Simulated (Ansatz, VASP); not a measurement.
CuAu: VASP beside Ansatz

```
CELL_PARAMETERS angstrom
1.42355 0.82189 4.19865
-1.42355 0.82189 4.19865
0.00000 -1.64378 4.19865
ATOMIC_POSITIONS crystal
Au 0.00000 0.00000 0.00000
Cu 0.50000 0.50000 0.50000
```

Change from the starting cell: volume scaled by 0.96.

Alike in both runs: task single point; functional LDA; k mesh 11 × 11 × 11; occupations fermi-dirac, width 0.05 eV; no spin polarisation.

```csv
,VASP,Ansatz
version,VASP 6.6.1,Ansatz 0.2.0
potentials or method,"VASP PAW LDA potentials, release 64 (Au, Cu), cutoff 520 eV","all-electron LAPW, scalar-relativistic"
```

VASP gave:

| Item | Value |
| --- | --- |
| gap on the k mesh at the Fermi level (eV) | none |
| pressure (GPa) | -7.1 |
| traceless stress, the component that is largest in VASP (GPa) | 1.00 |

**Question.** What did Ansatz give for the same quantities?

**Answer.** gap on the k mesh at the Fermi level (eV): none; pressure (GPa): -7.6; traceless stress, the component that is largest in VASP (GPa): 0.80.

LDA's correlation is that of Perdew and Zunger in VASP and of Perdew and Wang (1992) in Ansatz. A gap of «none» marks a metal or a gap that the smearing closes. Ansatz ran all-electron here, and VASP with PAW potentials.

Spin-orbit coupling is off throughout.
